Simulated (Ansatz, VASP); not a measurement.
**One calculation of MgO, two programs**

The input INCAR:

```
SYSTEM = MgO
PREC = Accurate
ENCUT = 520
EDIFF = 1E-7
ISMEAR = -1
SIGMA = 0.02
LREAL = .FALSE.
LASPH = .TRUE.
NELM = 60
ALGO = Normal
ISIF = 2
LWAVE = .FALSE.
LCHARG = .FALSE.
GGA = PE
NBANDS = 11
```

File KPOINTS:

```
regular mesh
0
G
  10 10 10
  0 0 0
```

The input POSCAR:

```
MgO
1.0
    0.0000000000      1.9796116298      2.1021680257
    1.9796116298      0.0000000000      2.1021680257
    1.9796116298      1.9796116298      0.0000000000
Mg O
1 1
Direct
    0.0000000000      0.0000000000      0.0000000000
    0.5000000000      0.5000000000      0.5000000000
```

Input for Ansatz:

```yaml
crystal:
  lattice:
    - [0.0, 1.9796116298, 2.1021680257]
    - [1.9796116298, 0.0, 2.1021680257]
    - [1.9796116298, 1.9796116298, 0.0]
  atoms:
    - { symbol: Mg, position: [0.0, 0.0, 0.0] }
    - { symbol: O, position: [0.5, 0.5, 0.5] }
kpoints:
  mp_grid: { grid: [10, 10, 10] }
  band_path:
    path:
      - [0.0, 0.0, 0.0]
      - [0.5, 0.0, 0.5]
      - [0.625, 0.25, 0.625]
      - [0.375, 0.375, 0.75]
      - [0.5, 0.5, 0.5]
      - [0.5, 0.25, 0.75]
    npoints: 1
hamiltonian:
  xc: pbe
scf:
  occupations: { method: fermi_dirac, width: 0.02 }
  n_extra_bands: 4
output:
  forces: true
  stress: true
  eigenvalues: true
```

Change from the starting cell: biaxial_xy strain -5.8%.

Alike in both runs: task single point; functional PBE; k mesh 10 × 10 × 10; occupations fermi-dirac, width 0.02 eV; no spin polarisation.

|  | VASP | Ansatz |
| --- | --- | --- |
| version | VASP 6.6.1 | Ansatz 0.2.0 |
| potentials or method | VASP PAW PBE potentials, release 64 (Mg, O) | plane waves, PAW |
| plane-wave cutoff (eV) | 520 | 420 |
| valence electrons in the cell | 8 | 16 |

|  | VASP | Ansatz | Ansatz less VASP |
| --- | --- | --- | --- |
| gap on the k mesh at the Fermi level (eV) | 5.95 | 5.96 | +0.012 |
| pressure (GPa) | 32.9 | 33.5 | +0.55 |
| traceless stress, the component that is largest in VASP (GPa) | -14.98 | -14.81 | +0.162 |

Both programs put the cell under a high pressure, so it lies far from rest at this level. VASP's potentials hold 8 valence electrons a cell and Ansatz's 16, so a difference there can come from the potentials and not from the codes.
